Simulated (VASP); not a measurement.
Write the native input for VASP 6.6.1 that does the following.

```
Task                               : single point
Functional                         : HSE06
Potentials or basis                : VASP PAW PBE potentials, release 64 (Sr_sv, O)
Cutoff                             : 520 eV
k mesh                             : 4 × 4 × 4
Occupations                        : gaussian, width 0.01 eV
Spin                               : no spin polarisation
Dipole correction                  : no
Grid for exact exchange (PRECFOCK) : Normal
Further INCAR settings             : ALGO = Normal; EDIFF = 1e-07; NBANDS = 15
Share of exact exchange            : 0.25
Screening parameter                : 0.2079 1/Å
```

Crystal: SrO.

```
CELL_PARAMETERS angstrom
0.00000 2.57989 2.57989
2.57989 0.00000 2.57989
2.57989 2.57989 0.00000
ATOMIC_POSITIONS crystal
Sr 0.00000 0.00000 0.00000
O 0.50000 0.50000 0.50000
```

The input as run:

POSCAR

```
SrO
1.0
    0.0000000000      2.5798923266      2.5798923266
    2.5798923266      0.0000000000      2.5798923266
    2.5798923266      2.5798923266      0.0000000000
Sr O
1 1
Direct
    0.0000000000      0.0000000000      0.0000000000
    0.5000000000      0.5000000000      0.5000000000
```

INCAR.step1

```
SYSTEM = SrO
PREC = Accurate
ENCUT = 520
EDIFF = 1E-5
ISMEAR = 0
SIGMA = 0.01
LREAL = .FALSE.
LASPH = .TRUE.
NELM = 100
ALGO = Normal
ISIF = 2
LWAVE = .TRUE.
LCHARG = .FALSE.
GGA = PE
NBANDS = 15
```

INCAR.step2

```
SYSTEM = SrO
PREC = Accurate
ENCUT = 520
EDIFF = 1E-7
ISMEAR = 0
SIGMA = 0.01
LREAL = .FALSE.
LASPH = .TRUE.
NELM = 100
ALGO = Normal
ISIF = 2
LWAVE = .FALSE.
LCHARG = .FALSE.
GGA = PE
LHFCALC = .TRUE.
HFSCREEN = 0.2079
PRECFOCK = Normal
ISTART = 1
NBANDS = 15
```

KPOINTS

```
regular mesh
0
G
  4 4 4
  0 0 0
```

Potentials or basis: VASP PAW PBE potentials, release 64 (Sr_sv, O).

Launch:

```bash
$ cat potpaw_PBE.64/Sr_sv/POTCAR potpaw_PBE.64/O/POTCAR > POTCAR
$ cp INCAR.step1 INCAR
$ mpirun -np 1 vasp_std > vasp.out
$ cp INCAR.step2 INCAR
$ mpirun -np 1 vasp_std > vasp.out
```

Results of the run:

```yaml
Pressure: 0.2 GPa
Band_gap_on_the_k_mesh: 4.74 eV (least direct gap 4.85 eV)
```

Caveat: the k points lie up to 0.53 Å⁻¹ apart; the PAW data sets were made with another functional, which shifts forces and pressure a little.

Run time: 16 min on 1 thread of AMD EPYC 7R13, on a shared host, peak memory 0.24 GiB.
